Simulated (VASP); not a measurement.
A run of VASP 6.6.1 is set up as follows.

The input POSCAR:

```
LiCl
1.0
    0.0000000000      2.6209482466      2.5560252063
    2.5560252063      0.0000000000      2.5560252063
    2.5560252063      2.6209482466      0.0000000000
Li Cl
1 1
Direct
    0.0000000000      0.0000000000      0.0000000000
    0.5000000000      0.5000000000      0.5000000000
```

INCAR.step1

```
SYSTEM = LiCl
PREC = Accurate
ENCUT = 520
ISMEAR = 0
SIGMA = 0.01
LREAL = .False.
LASPH = .True.
NELM = 80
NBANDS = 12
GGA = PE
ALGO = Normal
EDIFF = 1E-4
LWAVE = .True.
LCHARG = .False.
```

INCAR.step2

```
SYSTEM = LiCl
PREC = Accurate
ENCUT = 520
EDIFF = 1E-6
ISMEAR = 0
SIGMA = 0.01
LREAL = .False.
LASPH = .True.
NELM = 80
ALGO = Normal
ISIF = 2
LWAVE = .False.
LCHARG = .True.
METAGGA = R2SCAN
LMIXTAU = .True.
LELF = .True.
LVHAR = .True.
NBANDS = 12
ISTART = 1
```

The input KPOINTS:

```
regular mesh
0
Gamma
  8 8 8
  0 0 0
```

Potentials or basis: VASP PAW PBE potentials, release 64 (Li_sv, Cl).

Run with:

```console
$ cat potpaw_PBE.64/Li_sv/POTCAR potpaw_PBE.64/Cl/POTCAR > POTCAR
$ cp INCAR.step1 INCAR
$ mpirun -np 1 vasp_std > vasp.out
$ cp INCAR.step2 INCAR
$ mpirun -np 1 vasp_std > vasp.out
```

Task: Predict the band gap on the k mesh.

Result: 7.16 eV, direct.

Caveat: the cell differs from its parent crystal (uniaxial y strain +2.5%). A k mesh can miss the band edges.
